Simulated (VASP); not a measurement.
# Sr2PrF3 (P4/mmm) in VASP: relaxation of cell and atoms with PBE

Aim: the relaxation of cell and atoms of Sr2PrF3 with PBE.

All numbers are computed with VASP 6.6.1; they aren't measurements. Logs are shortened: lines on timing, memory, paths and dates and some standing lists are left out, and cuts for length are marked.

**1. The cell of the first run**

Symmetry: P4/mmm, No. 123, tetragonal system. The conventional cell has a = 8.015 Å, b = 8.015 Å, c = 4.582 Å, α = 90.00°, β = 90.00°, γ = 90.00°. Sr (site symmetry mmm) has 2 F at 2.29 Å within 3.0 Å. Pr (site symmetry 4/mmm) has 2 F at 2.29 Å within 3.0 Å. F (site symmetry 4/mmm) has 2 Pr at 2.29 Å within 3.0 Å. F (site symmetry mmm) has 2 Sr at 2.29 Å within 3.0 Å.

The cell was generated, and may not be a known phase.

**2. Relaxation of cell and atoms, PBE**

File INCAR:

```
ALGO = Normal
EDIFF = 1E-7
EDIFFG = -0.01
ENCUT = 600
GGA = PE
GGA_COMPAT = False
IBRION = 2
ISIF = 3
ISMEAR = 0
LASPH = True
LCHARG = False
LMAXMIX = 6
LREAL = False
LWAVE = False
NELM = 200
NELMIN = 4
NSW = 100
PREC = Accurate
SIGMA = 0.1
```

File KPOINTS:

```
k-points
0
Gamma
  6 6 8
```

File POSCAR:

```
Sr2PrF3
1.0
    8.0146857633      0.0000000000      0.0000000000
    0.0000000000      8.0146857633      0.0000000000
    0.0000000000      0.0000000000      4.5820495074
Sr Pr F
2 1 3
Direct
    0.0000000000      0.5000000000      0.0000000000
    0.5000000000      0.0000000000      0.0000000000
    0.0000000000      0.0000000000      0.0000000000
    0.0000000000      0.0000000000      0.5000000000
    0.0000000000      0.5000000000      0.5000000000
    0.5000000000      0.0000000000      0.5000000000
```

Potentials or basis: VASP PAW PBE potentials, release 64 (Sr_sv, Pr_3, F), 4f in core.

On the command line:

```
$ cat potpaw_PBE.64/Sr_sv/POTCAR potpaw_PBE.64/Pr_3/POTCAR potpaw_PBE.64/F/POTCAR > POTCAR
$ mpirun -np 1 vasp_std > vasp.out
```

OUTCAR:

```text
EDIFF = 1E-7
   EDIFFG = -0.01
   ENCUT = 600
   GGA = PE
   IBRION = 2
   ISIF = 3
   ISMEAR = 0
   LASPH = True
   LREAL = False
   NELM = 200
   NELMIN = 4
   NSW = 100
   PREC = Accurate

 ion  position               nearest neighbor table
   1  0.000  0.500  0.000-   5 2.29   5 2.29   3 4.01   3 4.01
   2  0.500  0.000  0.000-   6 2.29   6 2.29   3 4.01   3 4.01
   3  0.000  0.000  0.000-   4 2.29   4 2.29   1 4.01   2 4.01   1 4.01   2 4.01
   4  0.000  0.000  0.500-   3 2.29   3 2.29
   5  0.000  0.500  0.500-   1 2.29   1 2.29
   6  0.500  0.000  0.500-   2 2.29   2 2.29

  LATTYP: Found a simple tetragonal cell.
 ALAT       =     8.0146857633
 C/A-ratio  =     0.5717066948

  Lattice vectors:

 A1 = (   8.0146857633,   0.0000000000,   0.0000000000)
 A2 = (   0.0000000000,   8.0146857633,   0.0000000000)
 A3 = (   0.0000000000,   0.0000000000,   4.5820495074)

Analysis of symmetry for initial positions (statically):
=====================================================================
 Subroutine PRICEL returns:
 Original cell was already a primitive cell.

 Routine SETGRP: Setting up the symmetry group for a
 simple tetragonal supercell.

 Subroutine GETGRP returns: Found 16 space group operations
 (whereof 16 operations were pure point group operations)
 out of a pool of 16 trial point group operations.

The static configuration has the point symmetry D_4h.

Analysis of symmetry for dynamics (positions and initial velocities):
=====================================================================
 Subroutine PRICEL returns:
 Original cell was already a primitive cell.

 Routine SETGRP: Setting up the symmetry group for a
 simple tetragonal supercell.

 Subroutine GETGRP returns: Found 16 space group operations
 (whereof 16 operations were pure point group operations)
 out of a pool of 16 trial point group operations.

The dynamic configuration has the point symmetry D_4h.

 Subroutine INISYM returns: Found 16 space group operations
 (whereof 16 operations are pure point group operations),
 and found     1 'primitive' translations

----------------------------------------------------------------------------------------

                                     Primitive cell

  volume of cell :     294.3288

  direct lattice vectors                    reciprocal lattice vectors
[... 97 lines left out ...]
   EDIFFG = -.1E-01   stopping-criterion for IOM
   NSW    =    100    number of steps for IOM
   IBRION =      2    ionic relax: 0-MD 1-quasi-New 2-CG
   NFREE  =      1    steps in history (QN), initial steepest desc. (CG)
   ISIF   =      3    stress and relaxation
   ISYM   =      2    0-nonsym 1-usesym 2-fastsym
   POTIM  = 0.5000    time-step for ionic-motion
   TEBEG  =    0.0;   TEEND  =   0.0 temperature during run
   PSTRESS=    0.0 pullay stress
   NELECT =      52.0000    total number of electrons
   NUPDOWN=      -1.0000    fix difference up-down
   EMIN   =  10.00;   EMAX   =-10.00  energy-range for DOS
   EFERMI =   0.00;   METHOD = LEGACY
   ISMEAR =     0;   SIGMA  =   0.10  broadening in eV -4-tet -1-fermi 0-gaus
   EFERMI_NEDOS =   21; number of points for ismear=-14 and -15
   IALGO  =     38    algorithm
   IMIX   =      4    mixing-type and parameters
     AMIX     =   0.40;   BMIX     =  1.00
     AMIX_MAG =   1.60;   BMIX_MAG =  1.00
  volume/ion in A,a.u.               =      49.05       331.04
  Fermi-wavevector in a.u.,A,eV,Ry     =   0.918611  1.735923 11.481227  0.843846
  Thomas-Fermi vector in A             =   2.043712
   LORBIT       =      0    0 simple, 1 ext, 2 COOP (PROOUT), +10 PAW based schemes
   GGA     = PE    functional components
   LHFCALC =     F    Hartree Fock is set to
   AEXX    =    0.0000 exact exchange contribution
   IVDW    =     0    specifies the selected vdW correction
   LEPSILON=     F    determine dielectric tensor
   LRPA    =     F    only Hartree local field effects (RPA)
 conjugate gradient relaxation of ions
 non-spin polarized calculation
 Gauss-broadening in eV      SIGMA  =   0.10
  energy-cutoff  :      600.00
  volume of cell :      294.33
 maximum number of plane-waves:      9864
   NGX = 33   NGY = 33   NGZ = 19

--------------------------------------- Ionic step        1  -------------------------------------------

 number of electron      52.0000013 magnetization

 Free energy of the ion-electron system (eV)
  ---------------------------------------------------
  ext. energy  EPLUGINS =         0.00000000
  ---------------------------------------------------
  free energy    TOTEN  =       -26.93784109 eV

  energy without entropy =      -26.90272552  energy(sigma->0) =      -26.92028331

------------------------ aborting loop because EDIFF is reached ----------------------------------------

  FORCE on cell =-STRESS in cart. coord.  units (eV):
  Direction    XX          YY          ZZ          XY          YZ          ZX
  --------------------------------------------------------------------------------------
  -------------------------------------------------------------------------------------
  Total       -0.1289449     -0.1289449      0.4195139      0.0000000      0.0000000      0.0000000
  in kB       -0.7019109     -0.7019109      2.2836218      0.0000000      0.0000000      0.0000000
  external PRESSURE =       0.2932667 kB  Pullay stress =       0.0000000 kB
[... 147 lines left out ...]
--------------------------------------- Ionic step        5  -------------------------------------------

 number of electron      52.0000004 magnetization

 Free energy of the ion-electron system (eV)
  ---------------------------------------------------
  ext. energy  EPLUGINS =         0.00000000
  ---------------------------------------------------
  free energy    TOTEN  =       -26.93894839 eV

  energy without entropy =      -26.90380749  energy(sigma->0) =      -26.92137794

 E-fermi :   0.2699     XC(G=0):  -5.9035

 val. band max:        0.2643061759   @ k =   0.5000   0.0000   0.0000
 cond. band min:       0.2775998718   @ k =   0.3333   0.1667   0.3750
 fundamental gap:      0.0132936959
 Fermi energy:         0.2698729866

 k-point     1 :       0.0000    0.0000    0.0000
  band No.  band energies     occupation
      1     -37.4783      2.00000
      2     -35.9928      2.00000
      3     -35.9928      2.00000
      4     -25.0364      2.00000
      5     -23.6854      2.00000
      6     -23.6853      2.00000
[... 805 lines left out ...]
     30       1.8757      0.00000
     31       1.8782      0.00000

 [... further k-points ...]
[... 5 lines left out ...]
  --------------------------------------------------------------------------------------
  -------------------------------------------------------------------------------------
  Total       -0.0391986     -0.0391986     -0.0229968      0.0000000     -0.0000000      0.0000000
  in kB       -0.2150207     -0.2150207     -0.1261472      0.0000000     -0.0000000      0.0000000
  external PRESSURE =      -0.1853962 kB  Pullay stress =       0.0000000 kB
[... 21 lines left out ...]
  FREE ENERGIE OF THE ION-ELECTRON SYSTEM (eV)
  ---------------------------------------------------
  free  energy   TOTEN  =       -26.9389483877 eV

  energy  without entropy=      -26.9038074911  energy(sigma->0) =      -26.92137794

 reached required accuracy - stopping structural energy minimisation
```

Wall time 17 min (1 thread of Intel Xeon 6975P-C (Granite Rapids), shared host); peak memory 0.82 GiB.

What came out:

- Free energy: -26.9389 eV
- Relaxed volume: 48.68 Å³/atom
- Relaxed cell: a = 7.977 Å, b = 7.977 Å, c = 4.590 Å, α = 90.00°, β = 90.00°, γ = 90.00°
- Space group after relaxing (to 0.1 Å): P4/mmm (No. 123)
- Energy gained by relaxing: 0.2 meV/atom
- Ionic steps: 5
- Pressure after relaxing: 0.0 GPa
- Band gap on the k mesh: zero (bands 26 and 27 overlap by 0.69 eV)

Step by step:
| step | energy change (eV) | largest force (eV/Å) | pressure (GPa) | volume (Å³) |
| --- | --- | --- | --- | --- |
| 1 | 0.0000 | 0.0000 | 0.03 | 294.33 |
| 2 | -0.0001 | 0.0000 | -0.13 | 294.71 |
| 3 | -0.0004 | 0.0000 | -0.06 | 294.53 |
| 4 | -0.0007 | 0.0000 | -0.05 | 293.92 |
| 5 | -0.0011 | 0.0000 | -0.02 | 292.08 |

Final structure:
```yaml
crystal:
  lattice:
    - [7.97746, 0.00000, 0.00000]
    - [0.00000, 7.97746, 0.00000]
    - [0.00000, 0.00000, 4.58956]
  atoms:
    - { symbol: Sr, position: [0.00000, 0.50000, 0.00000] }
    - { symbol: Sr, position: [0.50000, 0.00000, 0.00000] }
    - { symbol: Pr, position: [0.00000, 0.00000, 0.00000] }
    - { symbol: F, position: [0.00000, 0.00000, 0.50000] }
    - { symbol: F, position: [0.00000, 0.50000, 0.50000] }
    - { symbol: F, position: [0.50000, 0.00000, 0.50000] }
```

Levels at points of the mesh, in eV from the Fermi level:
```csv
k point,band 23,band 24,band 25,band 26,band 27,band 28,band 29,band 30
"(0.00, 0.00, 0.00)",-4.98,-4.98,-1.92,-0.43,-0.11,0.66,1.22,1.22
"(0.50, 0.00, 0.00)",-4.98,-4.98,-1.48,-0.51,-0.01,0.19,1.13,1.27
"(0.50, 0.50, 0.00)",-4.98,-4.98,-0.74,-0.27,-0.27,-0.08,0.48,1.43
"(0.00, 0.00, 0.50)",-5.47,-5.47,-1.25,-0.16,0.22,1.44,1.62,1.62
"(0.50, 0.00, 0.50)",-5.49,-5.47,-0.90,0.33,0.35,0.40,1.49,1.66
"(0.50, 0.50, 0.50)",-5.49,-5.47,-0.22,0.42,0.45,0.45,0.63,1.61
```

Caveat: spin-orbit coupling is left out, which moves the levels of the heavy elements; the 4f electrons are frozen in the core, so they carry no moment and show no levels; the run has no spin polarisation, though such a crystal can be magnetic.
